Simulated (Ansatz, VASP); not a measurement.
# Tl: VASP beside Ansatz

INCAR

```
SYSTEM = Tl
PREC = Accurate ; ENCUT = 520
EDIFF = 1E-7 ; ISMEAR = 0
SIGMA = 0.15 ; LREAL = .False.
LASPH = .True. ; NELM = 60
ALGO = Normal ; ISIF = 2
LWAVE = .False. ; LCHARG = .False.
GGA = CA ; NBANDS = 12
```

Contents of KPOINTS:

```
Automatic mesh
0
Gamma
  16 16 16
  0 0 0
```

Contents of POSCAR:

```
Tl
1.0
    0.0000000000      2.5403314700      2.4663412330
    2.4663412330      0.0000000000      2.4663412330
    2.4663412330      2.5403314700      0.0000000000
Tl
1
Direct
    0.0000000000      0.0000000000      0.0000000000
```

Input for Ansatz:

```yaml
crystal:
  lattice:
    - [0.0, 2.54033147, 2.466341233]
    - [2.466341233, 0.0, 2.466341233]
    - [2.466341233, 2.54033147, 0.0]
  atoms:
    - { symbol: Tl, position: [0.0, 0.0, 0.0] }
basis:
  ecutwfc: 420
kpoints:
  mp_grid: { grid: [16, 16, 16] }
hamiltonian:
  xc: lda
scf:
  occupations: { method: gaussian, width: 0.15 }
output:
  forces: true
  stress: true
  eigenvalues: true
```

Change from the starting cell: strain +0.0300 x Voigt [0, 1, 0, 0, 0, 0], atoms carried along.

Alike in both runs: task single point; functional LDA; k mesh 16 × 16 × 16; occupations gaussian, width 0.15 eV; no spin polarisation.

|  | VASP | Ansatz |
| --- | --- | --- |
| version | VASP 6.6.1 | Ansatz 0.2.0 |
| potentials or method | VASP PAW LDA potentials, release 64 (Tl_d), cutoff 520 eV | scalar-relativistic, plane waves, PAW |
| valence electrons in the cell | 13 | 13 |

```tsv
	VASP	Ansatz	Ansatz less VASP
gap on the k mesh at the Fermi level (eV)	none	none	-
pressure (GPa)	-4.1	-4.1	-0.01
traceless stress, the component that is largest in VASP (GPa)	0.21	0.22	+0.007
```

LDA's correlation is that of Perdew and Zunger in VASP and of Perdew and Wang (1992) in Ansatz. A gap of «none» marks a metal or a gap that the smearing closes.

Neither program's run includes spin-orbit coupling.
